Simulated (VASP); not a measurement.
Write the native input for VASP 6.6.1 that does the following.

```
Task                   : single point
Functional             : PBE
Dispersion             : D3(BJ)
Potentials or basis    : VASP PAW PBE potentials, release 64 (Sn_d, Se)
Cutoff                 : 520 eV
k mesh                 : 6 × 6 × 4
Occupations            : gaussian, width 0.1 eV
Spin                   : no spin polarisation
Dipole correction      : no
Further INCAR settings : ALGO = Normal; EDIFF = 1e-06; NBANDS = 20
```

The structure of SnSe2 lies in POSCAR:

```
SnSe2
1.0
    3.8399151181      0.0000000000      0.0000000000
   -1.9199575590      3.3254640406      0.0000000000
    0.0000000000      0.0000000000      6.0246196732
Sn Se
1 2
Direct
    0.0000000000      0.0000000000      0.0000000000
    0.3333333333      0.6666666667      0.2646296616
    0.6666666667      0.3333333333      0.7353703384
```

The input as run:

INCAR

```
ALGO     = Normal         # electronic algorithm
EDIFF    = 1E-6           # SCF threshold, eV
ENCUT    = 520            # plane-wave cutoff, eV
GGA      = PE             # functional
ISIF     = 2              # what is computed and relaxed
ISMEAR   = 0              # smearing method
IVDW     = 12             # dispersion correction
LASPH    = True           # aspherical terms in the spheres
LCHARG   = False          # write CHGCAR
LREAL    = False          # projectors in reciprocal space
LWAVE    = False          # write WAVECAR
NBANDS   = 20             # bands
NELM     = 80             # most SCF steps
PREC     = Accurate       # precision mode
SIGMA    = 0.1            # smearing width, eV
```

KPOINTS

```
k-points
0
Gamma
  6 6 4
```

Potentials or basis: VASP PAW PBE potentials, release 64 (Sn_d, Se).

Launch:

```bash
$ cat potpaw_PBE.64/Sn_d/POTCAR potpaw_PBE.64/Se/POTCAR > POTCAR
$ mpirun -np 1 vasp_std > vasp.out
```

It gave:

The pressure is 0.0 GPa, the band gap on the k mesh is 0.64 eV, indirect (least direct gap 0.83 eV) and the dispersion energy per atom is -0.363 eV.

Caveat: spin-orbit coupling is left out, which moves the levels of the heavy elements.

It took 14 s on 1 thread of Intel(R) Xeon(R) 6975P-C (Granite Rapids), on a shared host, peak memory 0.21 GiB.
